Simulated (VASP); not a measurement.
# C: single point with r2SCAN

The system is C.

```
C
1.0
     0.00000    2.06049    3.56764
     1.18960    0.00000    3.56764
     1.18960    2.06049    0.00000
C
2
Cartesian
  1.1896 0.6868 3.5676
  1.1896 3.4341 3.5676
```

This cell differs from its parent crystal: ratio of the length along z to the lengths across it x 1.1, volume and fractional coordinates fixed.

| Item | Value |
| --- | --- |
| Program | VASP 6.6.1 |
| Task | single point |
| Functional | r2SCAN |
| Potentials or basis | VASP PAW PBE potentials, release 64 (C) |
| Cutoff | 520 eV |
| k mesh | 14 × 14 × 14 |
| Occupations | gaussian, width 0.05 eV |
| Spin | no spin polarisation |
| Dipole correction | no |
| Further INCAR settings | ALGO = Normal; EDIFF = 1e-07; NBANDS = 11 |

The pressure is 29.9 GPa. The largest force is 0.013 eV/Å and the band gap on the k mesh is 0.78 eV, indirect (least direct gap 0.90 eV).

Forces on the atoms (eV/Å):
```
C    0.000  0.013  0.000
C    0.000 -0.013  0.000
```

Stress tensor (GPa, compression positive):
```
45.02  0.00  0.00
 0.00 45.02  0.00
 0.00  0.00 -0.32
```

Levels at points of the mesh, in eV from the valence-band top:
| k point | band 1 | band 2 | band 3 | band 4 | band 5 | band 6 | band 7 | band 8 | band 9 |
| --- | --- | --- | --- | --- | --- | --- | --- | --- | --- |
| (0.00, 0.00, 0.00) | -21.53 | -7.87 | -2.96 | -2.94 | 3.74 | 9.58 | 9.62 | 13.99 | 15.88 |
| (0.50, 0.00, 0.00) | -15.45 | -14.53 | -6.90 | -2.52 | 2.02 | 8.99 | 13.24 | 13.93 | 20.26 |
| (0.50, 0.50, 0.00) | -21.36 | -9.27 | -2.96 | -2.95 | 9.44 | 9.57 | 9.60 | 14.08 | 15.78 |
| (0.50, 0.00, 0.50) | -15.51 | -14.57 | -6.88 | -2.00 | 2.71 | 9.12 | 11.78 | 11.91 | 19.48 |
| (0.00, 0.50, 0.50) | -15.38 | -14.48 | -6.91 | -2.99 | 1.44 | 8.87 | 14.77 | 17.38 | 21.00 |

Run time: 2.3 min on 1 thread of Intel(R) Xeon(R) 6975P-C (Granite Rapids), on a shared host, peak memory 0.19 GiB.

Caveat: the PAW data sets were made with another functional, which shifts forces and pressure a little. A k mesh can miss the band edges.
